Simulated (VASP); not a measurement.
Input of a VASP 6.6.1 run:

The input INCAR:

```
ALGO = Normal ; EDIFF = 1E-6
ENCUT = 520 ; GGA = PE
ISIF = 2 ; ISMEAR = 0
ISPIN = 2 ; LASPH = T
LCHARG = F ; LMAXMIX = 4
LORBIT = 11 ; LREAL = F
LWAVE = F ; MAGMOM = 3 3 3 0 0 0
NBANDS = 36 ; NELM = 150
PREC = Accurate ; SIGMA = 0.1
```

KPOINTS

```
k-points
0
Gamma
  6 6 4
```

The input POSCAR:

```
CoO
1.0
    3.2682827483      0.0000000000      0.0000000000
   -1.6341413742      2.8304158868      0.0000000000
    0.0000000000      0.0000000000      7.4874783440
Co O
3 3
Direct
    0.7198000000      0.0000000000      0.6666666667
    0.0000000000      0.7198000000      0.3333333333
    0.2802000000      0.2802000000      0.0000000000
    0.4889000000      0.0000000000      0.1666666667
    0.0000000000      0.4889000000      0.8333333333
    0.5111000000      0.5111000000      0.5000000000
```

Potentials or basis: VASP PAW PBE potentials, release 64 (Co, O).

Launch:

```bash
$ cat potpaw_PBE.64/Co/POTCAR potpaw_PBE.64/O/POTCAR > POTCAR
$ mpirun -np 1 vasp_std > vasp.out
```

Q: Estimate the largest force.

A: 0.421 eV/Å.

Q: What does it give for the net moment?

A: 8.97 μB per cell.

Stress tensor (GPa, compression positive):
```
-7.09  0.00  0.00
 0.00 -7.09  0.00
 0.00  0.00 -0.50
```

Caveat: the k points lie up to 0.37 Å⁻¹ apart.
